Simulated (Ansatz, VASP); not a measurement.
## Two plane-wave programs on Re

```
Re
1.0
     2.75983    0.00000    0.00000
    -1.37991    2.39008    0.00000
     0.00000    0.00000    4.45723
Re
2
Direct
  0.33333 0.66667 0.25000
  0.66667 0.33333 0.75000
```

Alike in both runs: task single point; functional r2SCAN; k mesh 13 × 13 × 7; occupations gaussian, width 1 eV; no spin polarisation.

|  | VASP | Ansatz |
| --- | --- | --- |
| version | VASP 6.6.1 | Ansatz 0.2.0 |
| potentials or method | VASP PAW PBE potentials, release 64 (Re), cutoff 520 eV | plane waves (500 eV) with PAW, scalar-relativistic |
| valence electrons in the cell | 14 | 30 |

Ansatz gave:

| Quantity | Value |
| --- | --- |
| pressure (GPa) | 2.5 |
| traceless stress, the component that is largest in VASP (GPa) | -1.45 |

Problem. What did VASP give for the same quantities?

Solution. Pressure (GPa): 2.7; traceless stress, the component that is largest in VASP (GPa): -1.48.

VASP's potentials were made for PBE, not for r2SCAN. VASP's potentials hold 14 valence electrons a cell and Ansatz's 30, so a difference there can come from the potentials and not from the codes.

Spin-orbit coupling is off throughout.
